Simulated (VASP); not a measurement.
# CaSe in VASP: notebook, part 3 of 3

VASP 6.6.1.

### Step 6. Relaxation of cell and atoms, r2SCAN

This run uses another cell than the first one, of 25.83 Å³/atom.

File POSCAR:

```
CaSe
1.0
    2.9560000000      2.9560000000      0.0000000000
   -2.9560000000      2.9560000000      0.0000000000
    0.0000000000      2.9560000000      2.9560000000
Ca Se
1 1
Direct
    0.0000000000      0.0000000000      0.0000000000
    0.5000000000      0.5000000000      0.0000000000
```

File INCAR.step1:

```
SYSTEM = CaSe
  PREC = Accurate
  ENCUT = 600
  ISMEAR = -1
  SIGMA = 0.05
  LREAL = .FALSE.
  LASPH = .TRUE.
  NELM = 100
  GGA = PE
  ALGO = Normal
  EDIFF = 1E-4
  LWAVE = .TRUE.
  LCHARG = .FALSE.
```

File INCAR.step2:

```
SYSTEM = CaSe
  PREC = Accurate
  ENCUT = 600
  EDIFF = 1E-6
  ISMEAR = -1
  SIGMA = 0.05
  LREAL = .FALSE.
  LASPH = .TRUE.
  NELM = 100
  ALGO = Normal
  ISIF = 3
  LWAVE = .FALSE.
  LCHARG = .FALSE.
  METAGGA = R2SCAN
  LMIXTAU = .TRUE.
  IBRION = 2
  NSW = 100
  EDIFFG = -0.002
  ISTART = 1
```

File KPOINTS:

```
regular mesh
0
G
  12 12 12
  0 0 0
```

Potentials or basis: VASP PAW PBE potentials, release 64 (Ca_sv, Se).

Command:

```bash
cat potpaw_PBE.64/Ca_sv/POTCAR potpaw_PBE.64/Se/POTCAR > POTCAR
cp INCAR.step1 INCAR
mpirun -np 1 vasp_std > vasp.out
cp INCAR.step2 INCAR
mpirun -np 1 vasp_std > vasp.out
```

OUTCAR:

```text
SYSTEM = CaSe
   PREC = Accurate
   ENCUT = 600
   EDIFF = 1E-6
   ISMEAR = -1
   LREAL = .FALSE.
   LASPH = .TRUE.
   NELM = 100
   ISIF = 3
   METAGGA = R2SCAN
   IBRION = 2
   NSW = 100
   EDIFFG = -0.002
   ISTART = 1

 ion  position               nearest neighbor table
   1  0.000  0.000  0.000-   2 2.96   2 2.96   2 2.96   2 2.96   2 2.96   2 2.96
   2  0.500  0.500  0.000-   1 2.96   1 2.96   1 2.96   1 2.96   1 2.96   1 2.96

  LATTYP: Found a face centered cubic cell.
 ALAT       =     5.9120000000

  Lattice vectors:

 A1 = (   0.0000000000,   2.9560000000,   2.9560000000)
 A2 = (   2.9560000000,   0.0000000000,   2.9560000000)
 A3 = (   2.9560000000,   2.9560000000,   0.0000000000)

Analysis of symmetry for initial positions (statically):
=====================================================================
 Subroutine PRICEL returns:
 Original cell was already a primitive cell.

 Routine SETGRP: Setting up the symmetry group for a
 face centered cubic supercell.

 Subroutine GETGRP returns: Found 48 space group operations
 (whereof 48 operations were pure point group operations)
 out of a pool of 48 trial point group operations.

The static configuration has the point symmetry O_h .

Analysis of symmetry for dynamics (positions and initial velocities):
=====================================================================
 Subroutine PRICEL returns:
 Original cell was already a primitive cell.

 Routine SETGRP: Setting up the symmetry group for a
 face centered cubic supercell.

 Subroutine GETGRP returns: Found 48 space group operations
 (whereof 48 operations were pure point group operations)
 out of a pool of 48 trial point group operations.

The dynamic configuration has the point symmetry O_h .

 Subroutine INISYM returns: Found 48 space group operations
 (whereof 48 operations are pure point group operations),
 and found     1 'primitive' translations

----------------------------------------------------------------------------------------

                                     Primitive cell

  volume of cell :      51.6587

  direct lattice vectors                    reciprocal lattice vectors
     2.956000000  2.956000000  0.000000000     0.169147497  0.169147497 -0.169147497
    -2.956000000  2.956000000  0.000000000    -0.169147497  0.169147497 -0.169147497
     0.000000000  2.956000000  2.956000000     0.000000000  0.000000000  0.338294993

  length of vectors
     4.180415290  4.180415290  4.180415290     0.292972058  0.292972058  0.338294993

  position of ions in fractional coordinates (direct lattice)
     0.000000000  0.000000000  0.000000000
     0.500000000  0.500000000  0.000000000

  ion indices of the primitive-cell ions
   primitive index   ion index
                 1           1
                 2           2

----------------------------------------------------------------------------------------

 KPOINTS: regular mesh

Automatic generation of k-mesh.
 Grid dimensions read from file:
 generate k-points for:   12   12   12

 Generating k-lattice:
[... 51 lines left out ...]
   NGXF,Y,Z  is equivalent  to a cutoff of  28.63, 28.63, 28.63 a.u.
 SYSTEM =  CaSe
   PREC   = accura    normal or accurate (medium, high low for compatibility)
   ISTART =      1    job   : 0-new  1-cont  2-samecut
   ICHARG =      0    charge: 1-file 2-atom 10-const
   ISPIN  =      1    spin polarized calculation?
   LNONCOLLINEAR =      F non collinear calculations
   LSORBIT =      F    spin-orbit coupling
   LASPH  =      T    aspherical Exc in radial PAW
   ENCUT  =  600.0 eV  44.10 Ry    6.64 a.u.   8.35  8.35  8.35*2*pi/ulx,y,z
   NELM   =    100;   NELMIN=  2; NELMDL=  0     # of ELM steps
   EDIFF  = 0.1E-05   stopping-criterion for ELM
   LREAL  =      F    real-space projection
   EDIFFG = -.2E-02   stopping-criterion for IOM
   NSW    =    100    number of steps for IOM
   IBRION =      2    ionic relax: 0-MD 1-quasi-New 2-CG
   NFREE  =      1    steps in history (QN), initial steepest desc. (CG)
   ISIF   =      3    stress and relaxation
   ISYM   =      2    0-nonsym 1-usesym 2-fastsym
   POTIM  = 0.5000    time-step for ionic-motion
   TEBEG  =    0.0;   TEEND  =   0.0 temperature during run
   PSTRESS=    0.0 pullay stress
   NELECT =      16.0000    total number of electrons
   NUPDOWN=      -1.0000    fix difference up-down
   EMIN   =  10.00;   EMAX   =-10.00  energy-range for DOS
   EFERMI =   0.00;   METHOD = LEGACY
   ISMEAR =    -1;   SIGMA  =   0.05  broadening in eV -4-tet -1-fermi 0-gaus
   EFERMI_NEDOS =   21; number of points for ismear=-14 and -15
   IALGO  =     38    algorithm
   IMIX   =      4    mixing-type and parameters
     AMIX     =   0.40;   BMIX     =  1.00
     AMIX_MAG =   1.60;   BMIX_MAG =  1.00
  volume/ion in A,a.u.               =      25.83       174.30
  Fermi-wavevector in a.u.,A,eV,Ry     =   1.107645  2.093145 16.692666  1.226876
  Thomas-Fermi vector in A             =   2.244161
   LORBIT       =      0    0 simple, 1 ext, 2 COOP (PROOUT), +10 PAW based schemes
   METAGGA = R2SCAN    functional components
   LHFCALC =     F    Hartree Fock is set to
   AEXX    =    0.0000 exact exchange contribution
   IVDW    =     0    specifies the selected vdW correction
   LEPSILON=     F    determine dielectric tensor
   LRPA    =     F    only Hartree local field effects (RPA)
 conjugate gradient relaxation of ions
 non-spin polarized calculation
  energy-cutoff  :      600.00
  volume of cell :       51.66
 maximum number of plane-waves:      1759
 NGX is ok and might be reduce to    36
   NGX = 17   NGY = 17   NGZ = 17

--------------------------------------- Ionic step        1  -------------------------------------------

 number of electron      16.0000001 magnetization

 Free energy of the ion-electron system (eV)
  ---------------------------------------------------
  ext. energy  EPLUGINS =         0.00000000
  ---------------------------------------------------
  free energy    TOTEN  =       -25.97866678 eV

  energy without entropy =      -25.97866678  energy(sigma->0) =      -25.97866678

------------------------ aborting loop because EDIFF is reached ----------------------------------------

  FORCE on cell =-STRESS in cart. coord.  units (eV):
  Direction    XX          YY          ZZ          XY          YZ          ZX
  --------------------------------------------------------------------------------------
  -------------------------------------------------------------------------------------
  Total        0.2809673      0.2809673      0.2809673      0.0000000      0.0000000     -0.0000000
  in kB        8.7141105      8.7141105      8.7141105      0.0000000      0.0000000     -0.0000000
  external PRESSURE =       8.7141105 kB  Pullay stress =       0.0000000 kB
[... 131 lines left out ...]
--------------------------------------- Ionic step        5  -------------------------------------------

 number of electron      16.0000001 magnetization

 Free energy of the ion-electron system (eV)
  ---------------------------------------------------
  ext. energy  EPLUGINS =         0.00000000
  ---------------------------------------------------
  free energy    TOTEN  =       -25.98091117 eV

  energy without entropy =      -25.98091117  energy(sigma->0) =      -25.98091117

 E-fermi :   3.0878     XC(G=0):  -9.5153

 val. band max:        2.0841106237   @ k =   0.0000   0.0000   0.0000
 cond. band min:       4.6113789258   @ k =   0.5000   0.5000   0.0000
 fundamental gap:      2.5272683022
 Fermi energy:         3.0877940106

 k-point     1 :       0.0000    0.0000    0.0000
  band No.  band energies     occupation
      1     -39.2583      2.00000
      2     -19.3671      2.00000
      3     -19.3671      2.00000
      4     -19.3671      2.00000
      5     -10.0592      2.00000
      6       2.0841      2.00000
      7       2.0841      2.00000
      8       2.0841      2.00000
      9       6.1378      0.00000
     10       6.3154      0.00000
     11       6.3155      0.00000
     12       6.3155      0.00000
[... 331 lines left out ...]
 k-point    24 :      -0.4167    0.1667    0.0000
  band No.  band energies     occupation
      1     -39.2524      2.00000
      2     -19.4488      2.00000
      3     -19.3829      2.00000
      4     -19.3810      2.00000
      5      -9.4828      2.00000
      6      -0.5724      2.00000
      7       0.8319      2.00000
      8       1.1202      2.00000
      9       6.1915      0.00000
     10       8.0556      0.00000
     11       8.0752      0.00000
     12       8.4863      0.00000

 [... further k-points ...]

------------------------ aborting loop because EDIFF is reached ----------------------------------------

  FORCE on cell =-STRESS in cart. coord.  units (eV):
  Direction    XX          YY          ZZ          XY          YZ          ZX
  --------------------------------------------------------------------------------------
  -------------------------------------------------------------------------------------
  Total        0.0009968      0.0009968      0.0009968     -0.0000000     -0.0000000      0.0000000
  in kB        0.0304215      0.0304215      0.0304215     -0.0000000     -0.0000000      0.0000000
  external PRESSURE =       0.0304215 kB  Pullay stress =       0.0000000 kB
[... 17 lines left out ...]
  FREE ENERGIE OF THE ION-ELECTRON SYSTEM (eV)
  ---------------------------------------------------
  free  energy   TOTEN  =       -25.9809111688 eV

  energy  without entropy=      -25.9809111688  energy(sigma->0) =      -25.98091117

 reached required accuracy - stopping structural energy minimisation
```

Run time: 4.9 min. Hardware: 1 thread of Intel Xeon 6975P-C (Granite Rapids), shared host; peak memory 0.27 GiB.

What came out:

* Free energy: -25.9809 eV
* Relaxed volume: 26.25 Å³/atom
* Relaxed cell: a = 4.203 Å, b = 4.203 Å, c = 4.203 Å, α = 60.00°, β = 60.00°, γ = 90.00°
* Space group after relaxing (to 0.1 Å): Fm-3m (No. 225)
* Energy gained by relaxing: 1.1 meV/atom
* Ionic steps: 5
* Pressure after relaxing: 0.0 GPa
* Band gap on the k mesh: 2.53 eV (least direct gap 3.46 eV)

The path:
```
step  energy change (eV)  largest force (eV/Å)  pressure (GPa)  volume (Å³)
   1              0.0000                0.0000            0.87        51.66
   2             -0.0021                0.0000           -0.22        52.72
   3             -0.0022                0.0000            0.02        52.50
   4             -0.0022                0.0000           -0.02        52.52
   5             -0.0022                0.0000            0.00        52.50
```

Final structure:
```
Ca Se
1.0
     2.97194    2.97194    0.00000
    -2.97194    2.97194    0.00000
     0.00000    2.97194    2.97194
Ca Se
1 1
Direct
  0.00000 0.00000 0.00000
  0.50000 0.50000 0.00000
```

Caveat: the PAW data sets were made with another functional, which shifts forces and pressure a little. A k mesh can miss the band edges.

### Step 7. The runs side by side

```csv
task,cell,k mesh,cutoff (eV),smearing,gap on the mesh (eV),pressure (GPa)
single point,"a = 4.238, b = 4.238, c = 4.211 Å, angles 59.8, 59.8, 90.0°, 2 atoms",8 × 8 × 8,520,gaussian 0.01 eV,2.55,-0.6
single point,"a = 4.280, b = 4.280, c = 4.225 Å, angles 59.6, 59.6, 90.0°, 2 atoms",8 × 8 × 8,520,gaussian 0.01 eV,2.58,-1.3
single point,"a = 4.197 Å, angles 60.0, 60.0, 90.0°, 2 atoms",12 × 12 × 12,520,fermi-dirac 0.05 eV,2.52,0.3
relaxation of cell and atoms,"relaxed from a = 4.180 Å, angles 60.0, 60.0, 90.0°, 2 atoms",12 × 12 × 12,600,fermi-dirac 0.05 eV,2.53,0.0
```

Alike in all rows: level r2SCAN; potentials or basis VASP PAW PBE potentials, release 64 (Ca_sv, Se); no spin polarisation.

Caveats: the PAW data sets were made with another functional, which shifts forces and pressure a little.

Total energies depend on the potentials used, so only differences within one code and one set of settings carry meaning.
